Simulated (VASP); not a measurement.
Wanted: the native input for a VASP 6.6.1 run.

* Task: single point
* Functional: PBE
* Potentials or basis: VASP PAW PBE potentials, release 64 (W_sv, C_h)
* Cutoff: 1300 eV
* k mesh: 18 × 18 × 14
* Occupations: gaussian, width 0.1 eV
* Spin: no spin polarisation
* Dipole correction: no
* Further INCAR settings: ALGO = Normal; EDIFF = 1e-06; NBANDS = 16

The structure of WC lies in POSCAR:

```
WC
1.0
    2.9217712068      0.0000000000      0.0000000000
   -1.4608856034      2.5303280892      0.0000000000
    0.0000000000      0.0000000000      2.8470769659
W C
1 1
Direct
    0.0000000000      0.0000000000      0.0000000000
    0.6666666667      0.3333333333      0.5000000000
```

One way to write it, as run:

INCAR

```
  PREC = Accurate
  ENCUT = 1300
  EDIFF = 1E-6
  ISMEAR = 0
  SIGMA = 0.1
  LREAL = F
  LASPH = T
  NELM = 120
  ALGO = Normal
  ISIF = 2
  LWAVE = F
  LCHARG = F
  GGA = PE
  NBANDS = 16
  GGA_COMPAT = F
```

KPOINTS

```
regular mesh
0
Gamma
  18 18 14
```

Potentials or basis: VASP PAW PBE potentials, release 64 (W_sv, C_h).

Command:

```console
$ cat potpaw_PBE.64/W_sv/POTCAR potpaw_PBE.64/C_h/POTCAR > POTCAR
$ mpirun -np 1 vasp_std > vasp.out
```

It gave:

The pressure is 1.0 GPa and the band gap on the k mesh is zero (bands 9 and 10 overlap by 1.20 eV).

Caveat: spin-orbit coupling is left out, which moves the levels of the heavy elements.

Run time: 5.2 min on 1 thread of AMD EPYC 7R43 64-Core Processor (Zen 3) (shared host), peak memory 0.48 GiB.
